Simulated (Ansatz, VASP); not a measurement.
**InP in VASP and in Ansatz**

File POSCAR:

```
InP
1.0
    0.0000000000      2.9879753761      2.9879753761
    2.9879753761      0.0000000000      2.9879753761
    2.9879753761      2.9879753761      0.0000000000
In P
1 1
Direct
    0.0000000000      0.0000000000      0.0000000000
    0.7500000000      0.7500000000      0.7500000000
```

File INCAR.step1:

```
  PREC = Accurate
  ENCUT = 520
  EDIFF = 1E-5
  ISMEAR = -1
  SIGMA = 0.05
  LREAL = F
  LASPH = T
  NELM = 80
  ALGO = Normal
  ISIF = 2
  LWAVE = T
  LCHARG = F
  GGA = PE
  NBANDS = 16
```

INCAR.step2

```
  PREC = Accurate
  ENCUT = 520
  EDIFF = 1E-7
  ISMEAR = -1
  SIGMA = 0.05
  LREAL = F
  LASPH = T
  NELM = 80
  ALGO = Normal
  ISIF = 2
  LWAVE = F
  LCHARG = F
  GGA = B3
  LHFCALC = T
  AEXX = 0.2
  AGGAX = 0.72
  AGGAC = 0.81
  ALDAC = 0.19
  PRECFOCK = Normal
  ISTART = 1
  NBANDS = 16
```

KPOINTS

```
regular mesh
0
Gamma
  4 4 4
```

The input input.yaml:

```yaml
crystal:
  lattice:
    - [0.0, 2.9879753761, 2.9879753761]
    - [2.9879753761, 0.0, 2.9879753761]
    - [2.9879753761, 2.9879753761, 0.0]
  atoms:
    - { symbol: In, position: [0.0, 0.0, 0.0] }
    - { symbol: P, position: [0.75, 0.75, 0.75] }
hamiltonian:
  xc: b3lyp
  pseudopotentials: { kind: paw }
kpoints:
  mp_grid: { grid: [4, 4, 4] }
scf:
  occupations: { method: fermi_dirac, width: 0.05 }
output:
  forces: true
  stress: true
  eigenvalues: true
```

Alike in both runs: task single point; functional B3LYP; k mesh 4 × 4 × 4; occupations fermi-dirac, width 0.05 eV; no spin polarisation.

|  | VASP | Ansatz |
| --- | --- | --- |
| version | VASP 6.6.1 | Ansatz 0.2.0 |
| potentials or method | VASP PAW PBE potentials, release 64 (In_d, P) | Ansatz PAW |
| plane-wave cutoff (eV) | 520 | 420 |
| valence electrons in the cell | 18 | 18 |

|  | VASP | Ansatz | Ansatz less VASP |
| --- | --- | --- | --- |
| gap on the k mesh at the Fermi level (eV) | 1.47 | 1.40 | -0.072 |
| least direct gap on the mesh (eV) | 1.47 | 1.40 | -0.072 |
| pressure (GPa) | 0.3 | 0.4 | +0.09 |

VASP's potentials were made for PBE, not for B3LYP. With one functional, cell and mesh, what is left measures potentials, basis and numerics.

The k mesh is coarse, so the values compare programs but aren't converged.
